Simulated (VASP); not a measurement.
Runs of VASP 6.6.1 on LiTlS2. It takes space group P-4m2 (No. 115, tetragonal). Conventional cell: a = 4.067 Å, b = 4.067 Å, c = 5.719 Å, α = 90.00°, β = 90.00°, γ = 90.00°. Within 3.2 Å of Li (site symmetry -4m2) lie 4 S at 2.42 Å. Within 3.2 Å of S (site symmetry 2mm) lie 2 Li at 2.42 Å and 2 Tl at 2.55 Å. Within 3.4 Å of Tl (site symmetry -4m2) lie 4 S at 2.55 Å. 

```tsv
level	k mesh	smearing	grid for exact exchange (PRECFOCK)	screening parameter	share of exact exchange	gap on the mesh (eV)	largest force (eV/Å)
PBE	4 × 4 × 4	gaussian 0.2 eV	-	-	-	0.93	0.17
PBE	4 × 4 × 4	gaussian 0.01 eV	-	-	-	0.93	0.17
PBE	4 × 4 × 4	methfessel-paxton 0.05 eV	-	-	-	0.93	0.17
PBE	4 × 4 × 4, shifted	gaussian 0.01 eV	-	-	-	(b)	(a)
HSE06	4 × 4 × 2	gaussian 0.01 eV	Normal	0.2079 1/Å	-	1.80	0.17
PBE-based global hybrid	4 × 4 × 2	gaussian 0.01 eV	Normal	-	0.35	3.18	0.31
```

Alike in all rows: task single point; potentials or basis VASP PAW PBE potentials, release 64 (Li_sv, S, Tl_d); no spin polarisation; cell as given; cutoff (eV) 520.

Problem. Fill in the values left out.

Solution. (a) 0.15; (b) 2.15.

Caveats: some runs use coarse meshes; spin-orbit coupling is left out, which moves the levels of the heavy elements; the PAW data sets were made with another functional, which shifts forces and pressure a little (some runs).

A k mesh can miss the band edges, and the runs leave out spin-orbit coupling on Tl.
